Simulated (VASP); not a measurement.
The system is CdTeSe4.

```
Cd Te Se
1.0
     0.00000    4.31919    4.31919
     4.31919    0.00000    4.31919
     4.31919    4.31919    0.00000
Cd Te Se
1 1 4
Direct
  0.00000 0.00000 0.00000
  0.75000 0.75000 0.75000
  0.87355 0.37548 0.37548
  0.37548 0.37548 0.37548
  0.37548 0.87355 0.37548
  0.37548 0.37548 0.87355
```

- Program: VASP 6.6.1
- Task: relaxation of cell and atoms
- Functional: PBE
- Potentials or basis: VASP PAW PBE potentials, release 64 (Cd, Te, Se)
- Cutoff: 600 eV
- k mesh: 4 × 4 × 4
- Occupations: gaussian, width 0.1 eV
- Spin: no spin polarisation

At the start: pressure -4.6 GPa; volume 26.86 Å³/atom.

Q: How do energy, volume and symmetry change on relaxing?

A: Over 5 steps the energy falls by 48.0 meV/atom and the volume is 23.89 Å³/atom (-11.0 %); space group F-43m (No. 216, to 0.05 Å).

The path:
```
step  energy change (eV)  largest force (eV/Å)  pressure (GPa)  volume (Å³)
   1              0.0000                0.0079           -4.62       161.15
   2             -0.2864                0.0462           -0.12       143.74
   3             -0.2865                0.0474            0.00       143.40
   4             -0.2869                0.0448            0.00       143.39
   5             -0.2881                0.0391            0.01       143.36
```

Final structure:
```yaml
crystal:
  lattice:
    - [0.00000, 4.15398, 4.15398]
    - [4.15398, 0.00000, 4.15398]
    - [4.15398, 4.15398, 0.00000]
  atoms:
    - { symbol: Cd, position: [0.00000, 0.00000, 0.00000] }
    - { symbol: Te, position: [0.75000, 0.75000, 0.75000] }
    - { symbol: Se, position: [0.87554, 0.37482, 0.37482] }
    - { symbol: Se, position: [0.37482, 0.37482, 0.37482] }
    - { symbol: Se, position: [0.37482, 0.87554, 0.37482] }
    - { symbol: Se, position: [0.37482, 0.37482, 0.87554] }
```
